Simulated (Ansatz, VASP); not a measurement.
# HgH3: VASP beside Ansatz

File INCAR:

```
SYSTEM = HgH3
PREC = Accurate ; ENCUT = 600
EDIFF = 1E-7 ; ISMEAR = 0
SIGMA = 0.1 ; LREAL = .False.
LASPH = .True. ; NELM = 60
ALGO = Normal ; ISIF = 3
LWAVE = .False. ; LCHARG = .False.
GGA = PE ; IBRION = 2
NSW = 100 ; EDIFFG = -0.01
```

KPOINTS

```
regular mesh
0
Gamma
  14 14 14
  0 0 0
```

The input POSCAR:

```
HgH3
1.0
    3.2966661555      0.0000000000      0.0000000000
    0.0000000000      3.2966661555      0.0000000000
    0.0000000000      0.0000000000      3.2966661555
Hg H
1 3
Direct
    0.0000000000      0.0000000000      0.0000000000
    0.0000000000      0.5000000000      0.5000000000
    0.5000000000      0.0000000000      0.5000000000
    0.5000000000      0.5000000000      0.0000000000
```

Input for Ansatz:

```yaml
crystal:
  lattice:
    - [3.2966661555, 0.0, 0.0]
    - [0.0, 3.2966661555, 0.0]
    - [0.0, 0.0, 3.2966661555]
  atoms:
    - { symbol: Hg, position: [0.0, 0.0, 0.0] }
    - { symbol: H, position: [0.0, 0.5, 0.5] }
    - { symbol: H, position: [0.5, 0.0, 0.5] }
    - { symbol: H, position: [0.5, 0.5, 0.0] }
basis:
  ecutwfc: 420
kpoints:
  mp_grid: { grid: [14, 14, 14] }
hamiltonian:
  xc: pbe
scf:
  occupations: { method: gaussian, width: 0.1 }
output:
  forces: true
  stress: true
  eigenvalues: true
relax:
  adjacent_minimum: "off"
  f_tol: 0.01
  max_steps: 80
  cell: { stress_tol: 0.05 }
```

Alike in both runs: task relaxation of cell and atoms; functional PBE; k mesh 14 × 14 × 14; occupations gaussian, width 0.1 eV; no spin polarisation.

```csv
,VASP,Ansatz
version,VASP 6.6.1,Ansatz 0.2.0
potentials or method,"VASP PAW PBE potentials, release 64 (Hg, H), cutoff 600 eV","scalar-relativistic, plane waves, PAW"
valence electrons in the cell,15,23
```

|  | VASP | Ansatz | Ansatz less VASP |
| --- | --- | --- | --- |
| gap on the k mesh at the Fermi level, each at its own relaxed structure (eV) | none | none | - |
| relaxed volume (Å³/atom) | 9.04 | 9.00 | -0.043 |
| relaxed cell length with the largest relative difference (Å) | 3.307 | 3.301 | -0.0052 |

A gap of «none» marks a metal or a gap that the smearing closes. VASP's potentials hold 15 valence electrons a cell and Ansatz's 23, so a difference there can come from the potentials and not from the codes.

Spin-orbit coupling is off throughout.
